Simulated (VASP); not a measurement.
# Ti (Fm-3m) in VASP: notebook, part 2 of 2

VASP 6.6.1.

## Step 4: Single point, LDA (volume scaled by 0.99)

The input, INCAR:

```
  PREC = Accurate
  ENCUT = 520
  EDIFF = 1E-6
  ISMEAR = -1
  SIGMA = 0.05
  LREAL = False
  LASPH = True
  NELM = 60
  ALGO = Normal
  ISIF = 2
  LWAVE = False
  LCHARG = False
  GGA = CA
  NBANDS = 12
```

The input, KPOINTS:

```
Automatic mesh
0
Gamma
  14 14 14
```

The input, POSCAR:

```
Ti
1.0
    0.0000000000      2.0232106516      2.0232106516
    2.0232106516      0.0000000000      2.0232106516
    2.0232106516      2.0232106516      0.0000000000
Ti
1
Direct
    0.0000000000      0.0000000000      0.0000000000
```

Potentials or basis: VASP PAW LDA potentials, release 64 (Ti_sv).

Run with:

```sh
$ cat potpaw_LDA.64/Ti_sv/POTCAR > POTCAR
$ mpirun -np 1 vasp_std > vasp.out
```

OUTCAR:

```text
PREC = Accurate
   ENCUT = 520
   EDIFF = 1E-6
   ISMEAR = -1
   LREAL = False
   LASPH = True
   NELM = 60
   ISIF = 2
   GGA = CA

 ion  position               nearest neighbor table
   1  0.000  0.000  0.000-

  LATTYP: Found a face centered cubic cell.
 ALAT       =     4.0464213032

  Lattice vectors:

 A1 = (   0.0000000000,   2.0232106516,   2.0232106516)
 A2 = (   2.0232106516,   0.0000000000,   2.0232106516)
 A3 = (   2.0232106516,   2.0232106516,   0.0000000000)

Analysis of symmetry for initial positions (statically):
=====================================================================
 Subroutine PRICEL returns:
 Original cell was already a primitive cell.

 Routine SETGRP: Setting up the symmetry group for a
 face centered cubic supercell.

 Subroutine GETGRP returns: Found 48 space group operations
 (whereof 48 operations were pure point group operations)
 out of a pool of 48 trial point group operations.

The static configuration has the point symmetry O_h .

Analysis of symmetry for dynamics (positions and initial velocities):
=====================================================================
 Subroutine PRICEL returns:
 Original cell was already a primitive cell.

 Routine SETGRP: Setting up the symmetry group for a
 face centered cubic supercell.

 Subroutine GETGRP returns: Found 48 space group operations
 (whereof 48 operations were pure point group operations)
 out of a pool of 48 trial point group operations.

The dynamic configuration has the point symmetry O_h .

 Subroutine INISYM returns: Found 48 space group operations
 (whereof 48 operations are pure point group operations),
 and found     1 'primitive' translations

----------------------------------------------------------------------------------------

                                     Primitive cell

  volume of cell :      16.5635

  direct lattice vectors                    reciprocal lattice vectors
     0.000000000  2.023210652  2.023210652    -0.247131953  0.247131953  0.247131953
     2.023210652  0.000000000  2.023210652     0.247131953 -0.247131953  0.247131953
     2.023210652  2.023210652  0.000000000     0.247131953  0.247131953 -0.247131953

  length of vectors
     2.861251943  2.861251943  2.861251943     0.428045099  0.428045099  0.428045099

  position of ions in fractional coordinates (direct lattice)
     0.000000000  0.000000000  0.000000000

  ion indices of the primitive-cell ions
   primitive index   ion index
                 1           1

----------------------------------------------------------------------------------------

 KPOINTS: Automatic mesh

Automatic generation of k-mesh.
 Grid dimensions read from file:
 generate k-points for:   14   14   14

 Generating k-lattice:

  Cartesian coordinates                     Fractional coordinates (reciprocal lattice)
    -0.017652282  0.017652282  0.017652282     0.071428571  0.000000000  0.000000000
     0.017652282 -0.017652282  0.017652282     0.000000000  0.071428571  0.000000000
     0.017652282  0.017652282 -0.017652282     0.000000000  0.000000000  0.071428571

  Length of vectors
     0.030574650  0.030574650  0.030574650

  Shift w.r.t. Gamma in fractional coordinates (k-lattice)
     0.000000000  0.000000000  0.000000000

 Subroutine IBZKPT returns following result:
 ===========================================

 Found    104 irreducible k-points:

 Following reciprocal coordinates:
            Coordinates               Weight
  0.000000  0.000000  0.000000      1.000000
  0.071429  0.000000  0.000000      8.000000
  0.142857  0.000000  0.000000      8.000000
  0.214286  0.000000  0.000000      8.000000
  0.285714  0.000000  0.000000      8.000000
  0.357143  0.000000  0.000000      8.000000
[... 16 lines left out ...]
  0.214286  0.142857  0.000000     24.000000
  0.285714  0.142857  0.000000     24.000000
 [... further k-points ...]
   k-points           NKPTS =    104   k-points in BZ     NKDIM =    104   number of bands    NBANDS=     12
   number of dos      NEDOS =    301   number of ions     NIONS =      1
   total plane-waves  NPLWV =  13824
   dimension x,y,z NGX =    24 NGY =   24 NGZ =   24
   dimension x,y,z NGXF=    48 NGYF=   48 NGZF=   48
   ions per type =               1
   NGX,Y,Z   is equivalent  to a cutoff of  13.94, 13.94, 13.94 a.u.
   NGXF,Y,Z  is equivalent  to a cutoff of  27.89, 27.89, 27.89 a.u.
 SYSTEM =  unknown system
   PREC   = accura    normal or accurate (medium, high low for compatibility)
   ISTART =      0    job   : 0-new  1-cont  2-samecut
   ICHARG =      2    charge: 1-file 2-atom 10-const
   ISPIN  =      1    spin polarized calculation?
   LNONCOLLINEAR =      F non collinear calculations
   LSORBIT =      F    spin-orbit coupling
   LASPH  =      T    aspherical Exc in radial PAW
   ENCUT  =  520.0 eV  38.22 Ry    6.18 a.u.   5.32  5.32  5.32*2*pi/ulx,y,z
   NELM   =     60;   NELMIN=  2; NELMDL= -5     # of ELM steps
   EDIFF  = 0.1E-05   stopping-criterion for ELM
   LREAL  =      F    real-space projection
   EDIFFG = 0.1E-04   stopping-criterion for IOM
   NSW    =      0    number of steps for IOM
   IBRION =     -1    ionic relax: 0-MD 1-quasi-New 2-CG
   NFREE  =      0    steps in history (QN), initial steepest desc. (CG)
   ISIF   =      2    stress and relaxation
   ISYM   =      2    0-nonsym 1-usesym 2-fastsym
   POTIM  = 0.5000    time-step for ionic-motion
   TEBEG  =    0.0;   TEEND  =   0.0 temperature during run
   PSTRESS=    0.0 pullay stress
   NELECT =      12.0000    total number of electrons
   NUPDOWN=      -1.0000    fix difference up-down
   EMIN   =  10.00;   EMAX   =-10.00  energy-range for DOS
   EFERMI =   0.00;   METHOD = LEGACY
   ISMEAR =    -1;   SIGMA  =   0.05  broadening in eV -4-tet -1-fermi 0-gaus
   EFERMI_NEDOS =   21; number of points for ismear=-14 and -15
   IALGO  =     38    algorithm
   IMIX   =      4    mixing-type and parameters
     AMIX     =   0.40;   BMIX     =  1.00
     AMIX_MAG =   1.60;   BMIX_MAG =  1.00
  volume/ion in A,a.u.               =      16.56       111.78
  Fermi-wavevector in a.u.,A,eV,Ry     =   1.470339  2.778538 29.414392  2.161897
  Thomas-Fermi vector in A             =   2.585608
   LORBIT       =      0    0 simple, 1 ext, 2 COOP (PROOUT), +10 PAW based schemes
   GGA     = CA    functional components
   LHFCALC =     F    Hartree Fock is set to
   AEXX    =    0.0000 exact exchange contribution
   IVDW    =     0    specifies the selected vdW correction
   LEPSILON=     F    determine dielectric tensor
   LRPA    =     F    only Hartree local field effects (RPA)
 non-spin polarized calculation
  energy-cutoff  :      520.00
  volume of cell :       16.56
 maximum number of plane-waves:       459
 NGX is ok and might be reduce to    24
   NGX = 11   NGY = 11   NGZ = 11

 number of electron      12.0000001 magnetization

 Free energy of the ion-electron system (eV)
  ---------------------------------------------------
  ext. energy  EPLUGINS =         0.00000000
  ---------------------------------------------------
  free energy    TOTEN  =        -8.49805312 eV

  energy without entropy =       -8.48329718  energy(sigma->0) =       -8.49067515

 E-fermi :   8.4909     XC(G=0): -12.0134

 val. band max:        8.4847312222   @ k =   0.5000   0.2857   0.1429
 cond. band min:       8.4923981962   @ k =  -0.4286   0.2857   0.1429
 fundamental gap:      0.0076669740
 Fermi energy:         8.4908555588

 k-point     1 :       0.0000    0.0000    0.0000
  band No.  band energies     occupation
      1     -47.4483      2.00000
      2     -23.6162      2.00000
      3     -23.6162      2.00000
      4     -23.6162      2.00000
      5       2.3721      2.00000
      6       9.3675      0.00000
      7       9.3675      0.00000
      8       9.3675      0.00000
      9      11.0824      0.00000
     10      11.0824      0.00000
     11      24.1049      0.00000
     12      28.7313      0.00000

 k-point     2 :       0.0714    0.0000    0.0000
  band No.  band energies     occupation
      1     -47.4406      2.00000
      2     -23.6576      2.00000
      3     -23.6213      2.00000
      4     -23.6213      2.00000
      5       2.5450      2.00000
      6       9.2608      0.00000
      7       9.4307      0.00000
      8       9.4307      0.00000
      9      11.0415      0.00000
     10      11.0415      0.00000
     11      24.2590      0.00000
     12      27.5041      0.00000
[... 316 lines left out ...]
 k-point    24 :       0.2857    0.1429    0.0000
  band No.  band energies     occupation
      1     -47.3559      2.00000
      2     -24.0204      2.00000
      3     -23.7221      2.00000
      4     -23.7142      2.00000
      5       4.5650      2.00000
      6       8.1774      1.99622
      7       9.5064      0.00000
      8      10.0465      0.00000
      9      10.8528      0.00000
     10      11.6226      0.00000
     11      22.6316      0.00000
     12      25.0842      0.00000

 [... further k-points ...]
[... 5 lines left out ...]
  --------------------------------------------------------------------------------------
  -------------------------------------------------------------------------------------
  Total       -0.4054844     -0.4054844     -0.4054844      0.0000000      0.0000000     -0.0000000
  in kB      -39.2221573    -39.2221573    -39.2221573      0.0000000      0.0000000     -0.0000000
  external PRESSURE =     -39.2221573 kB  Pullay stress =       0.0000000 kB

 VOLUME and BASIS-vectors are now :
 -----------------------------------------------------------------------------
  energy-cutoff  :      520.00
  volume of cell :       16.56
      direct lattice vectors                 reciprocal lattice vectors
     0.000000000  2.023210652  2.023210652    -0.247131953  0.247131953  0.247131953
     2.023210652  0.000000000  2.023210652     0.247131953 -0.247131953  0.247131953
     2.023210652  2.023210652  0.000000000     0.247131953  0.247131953 -0.247131953

 POSITION                                       TOTAL-FORCE (eV/Angst)
 -----------------------------------------------------------------------------------
      0.00000      0.00000      0.00000         0.000000      0.000000      0.000000
 -----------------------------------------------------------------------------------
    total drift:                               -0.000000      0.000000      0.000000

  FREE ENERGIE OF THE ION-ELECTRON SYSTEM (eV)
  ---------------------------------------------------
  free  energy   TOTEN  =        -8.4980531157 eV

  energy  without entropy=       -8.4832971771  energy(sigma->0) =       -8.49067515
```

OSZICAR:

```text
N       E                     dE             d eps       ncg     rms          rms(c)
DAV:   1     0.860817932227E+02    0.86082E+02   -0.64859E+03  2508   0.121E+03
DAV:   2    -0.509808600430E+01   -0.91180E+02   -0.88677E+02  2532   0.296E+02
DAV:   3    -0.938979718146E+01   -0.42917E+01   -0.42456E+01  3460   0.642E+01
DAV:   4    -0.947994677116E+01   -0.90150E-01   -0.90093E-01  2828   0.827E+00
DAV:   5    -0.948215718760E+01   -0.22104E-02   -0.22103E-02  2968   0.110E+00    0.852E+00
DAV:   6    -0.850675319171E+01    0.97540E+00   -0.20093E+00  2696   0.208E+01    0.225E+00
DAV:   7    -0.849043718829E+01    0.16316E-01   -0.93864E-02  3044   0.328E+00    0.127E+00
DAV:   8    -0.849772078624E+01   -0.72836E-02   -0.40432E-02  2624   0.258E+00    0.152E-01
DAV:   9    -0.849801273370E+01   -0.29195E-03   -0.28431E-03  3136   0.605E-01    0.792E-02
DAV:  10    -0.849806486366E+01   -0.52130E-04   -0.31564E-04  2672   0.205E-01    0.115E-02
DAV:  11    -0.849805409159E+01    0.10772E-04   -0.21780E-05  2960   0.667E-02    0.109E-02
DAV:  12    -0.849805311567E+01    0.97592E-06   -0.29974E-06  2712   0.209E-02
   1 F= -.84980531E+01 E0= -.84906751E+01  d E =-.147559E-01
```

stdout:

```text
POSCAR found type information on POSCAR Ti
 POSCAR found :  1 types and       1 ions
 scaLAPACK will be used
 LDA part: xc-table for (Slater(with rela. corr.)+CA(PZ))
 , standard interpolation
 POSCAR, INCAR and KPOINTS ok, starting setup
 FFT: planning ... GRIDC
 FFT: planning ... GRID_SOFT
 FFT: planning ... GRID
 WAVECAR not read
 entering main loop
```

Wall time 9.7 s (1 thread of Intel Xeon 6975P-C, shared host); peak memory 0.14 GiB.

What came out:

```
Free energy            : -8.4981 eV
Pressure               : -3.9 GPa
Band gap on the k mesh : zero (band 6 reaches 9.37 eV, above the bottom of band 7 at 8.05 eV)
```

Levels at points of the mesh, in eV from the Fermi level:
```tsv
k point	band 3	band 4	band 5	band 6	band 7	band 8	band 9	band 10
(0.00, 0.00, 0.00)	-32.11	-32.11	-6.12	0.88	0.88	0.88	2.59	2.59
(0.50, 0.00, 0.00)	-32.21	-32.21	-2.69	0.74	0.74	0.87	3.77	3.77
(0.50, 0.50, 0.00)	-32.39	-32.39	-2.75	-1.85	3.14	3.74	4.08	4.08
```

## Step 5: Single point, LDA (volume scaled by 1.02)

The input, INCAR:

```
ALGO = Normal
EDIFF = 1E-6
ENCUT = 520
GGA = CA
ISIF = 2
ISMEAR = -1
LASPH = True
LCHARG = False
LREAL = False
LWAVE = False
NBANDS = 12
NELM = 80
PREC = Accurate
SIGMA = 0.05
```

The input, KPOINTS:

```
k-points
0
Gamma
  14 14 14
```

The input, POSCAR:

```
Ti
1.0
    0.0000000000      2.0434441004      2.0434441004
    2.0434441004      0.0000000000      2.0434441004
    2.0434441004      2.0434441004      0.0000000000
Ti
1
Direct
    0.0000000000      0.0000000000      0.0000000000
```

Potentials or basis: VASP PAW LDA potentials, release 64 (Ti_sv).

Run with:

```sh
$ cat potpaw_LDA.64/Ti_sv/POTCAR > POTCAR
$ mpirun -np 1 vasp_std > vasp.out
```

OUTCAR:

```text
EDIFF = 1E-6
   ENCUT = 520
   GGA = CA
   ISIF = 2
   ISMEAR = -1
   LASPH = True
   LREAL = False
   NELM = 80
   PREC = Accurate

 ion  position               nearest neighbor table
   1  0.000  0.000  0.000-

  LATTYP: Found a face centered cubic cell.
 ALAT       =     4.0868882008

  Lattice vectors:

 A1 = (   0.0000000000,   2.0434441004,   2.0434441004)
 A2 = (   2.0434441004,   0.0000000000,   2.0434441004)
 A3 = (   2.0434441004,   2.0434441004,   0.0000000000)

Analysis of symmetry for initial positions (statically):
[... 531 lines left out ...]
      7       9.1609      0.00000
      8       9.6770      0.00000
      9      10.4490      0.00000
     10      11.1884      0.00000
     11      21.9711      0.00000
     12      24.4889      0.00000

 [... further k-points ...]
[... 5 lines left out ...]
  --------------------------------------------------------------------------------------
  -------------------------------------------------------------------------------------
  Total       -0.7441093     -0.7441093     -0.7441093      0.0000000     -0.0000000     -0.0000000
  in kB      -69.8600725    -69.8600725    -69.8600725      0.0000000     -0.0000000     -0.0000000
  external PRESSURE =     -69.8600725 kB  Pullay stress =       0.0000000 kB

 VOLUME and BASIS-vectors are now :
 -----------------------------------------------------------------------------
  energy-cutoff  :      520.00
  volume of cell :       17.07
      direct lattice vectors                 reciprocal lattice vectors
     0.000000000  2.043444100  2.043444100    -0.244684941  0.244684941  0.244684941
     2.043444100  0.000000000  2.043444100     0.244684941 -0.244684941  0.244684941
     2.043444100  2.043444100  0.000000000     0.244684941  0.244684941 -0.244684941

 POSITION                                       TOTAL-FORCE (eV/Angst)
 -----------------------------------------------------------------------------------
      0.00000      0.00000      0.00000         0.000000     -0.000000     -0.000000
 -----------------------------------------------------------------------------------
    total drift:                                0.000000      0.000000     -0.000000

  FREE ENERGIE OF THE ION-ELECTRON SYSTEM (eV)
  ---------------------------------------------------
  free  energy   TOTEN  =        -8.4810185355 eV

  energy  without entropy=       -8.4656981032  energy(sigma->0) =       -8.47335832
```

OSZICAR:

```text
N       E                     dE             d eps       ncg     rms          rms(c)
DAV:   1     0.848764842058E+02    0.84876E+02   -0.64331E+03  2504   0.120E+03
DAV:   2    -0.538275015394E+01   -0.90259E+02   -0.87786E+02  2552   0.295E+02
DAV:   3    -0.943135869379E+01   -0.40486E+01   -0.40084E+01  3508   0.634E+01
DAV:   4    -0.951370964276E+01   -0.82351E-01   -0.82181E-01  2812   0.802E+00
DAV:   5    -0.951588692472E+01   -0.21773E-02   -0.21772E-02  2968   0.114E+00    0.828E+00
DAV:   6    -0.849274237419E+01    0.10231E+01   -0.21131E+00  2708   0.212E+01    0.214E+00
DAV:   7    -0.847491306289E+01    0.17829E-01   -0.95504E-02  3052   0.323E+00    0.124E+00
DAV:   8    -0.848073359344E+01   -0.58205E-02   -0.38912E-02  2616   0.262E+00    0.166E-01
DAV:   9    -0.848098948648E+01   -0.25589E-03   -0.31352E-03  3152   0.653E-01    0.782E-02
DAV:  10    -0.848102864613E+01   -0.39160E-04   -0.33003E-04  2724   0.213E-01    0.107E-02
DAV:  11    -0.848101971140E+01    0.89347E-05   -0.22201E-05  2940   0.681E-02    0.114E-02
DAV:  12    -0.848101852683E+01    0.11846E-05   -0.36495E-06  2748   0.246E-02    0.942E-04
DAV:  13    -0.848101853550E+01   -0.86732E-08   -0.82152E-08  1536   0.322E-03
   1 F= -.84810185E+01 E0= -.84733583E+01  d E =-.153204E-01
```

It took 11 s on 1 thread of Intel Xeon 6975P-C, shared host; peak memory 0.14 GiB.

Results:

```yaml
Free_energy: -8.4810 eV
Pressure: -7.0 GPa
Band_gap_on_the_k_mesh: zero (band 6 reaches 9.03 eV, above the bottom of band 7 at 7.75 eV)
```

## Step 6: Summary

| cell | gap on the mesh (eV) | pressure (GPa) |
| --- | --- | --- |
| a = 2.909 Å, angles 60.0°, 1 atom | none | -8.8 |
| a = 2.832 Å, angles 60.0°, 1 atom | none | -0.5 |
| a = 2.861 Å, angles 60.0°, 1 atom | none | -3.9 |
| a = 2.890 Å, angles 60.0°, 1 atom | none | -7.0 |

Alike in all rows: task single point; level LDA; potentials or basis VASP PAW LDA potentials, release 64 (Ti_sv); no spin polarisation; k mesh 14 × 14 × 14; cutoff (eV) 520; smearing fermi-dirac 0.05 eV.

Total energies depend on the potentials used, so only differences within one code and one set of settings carry meaning.
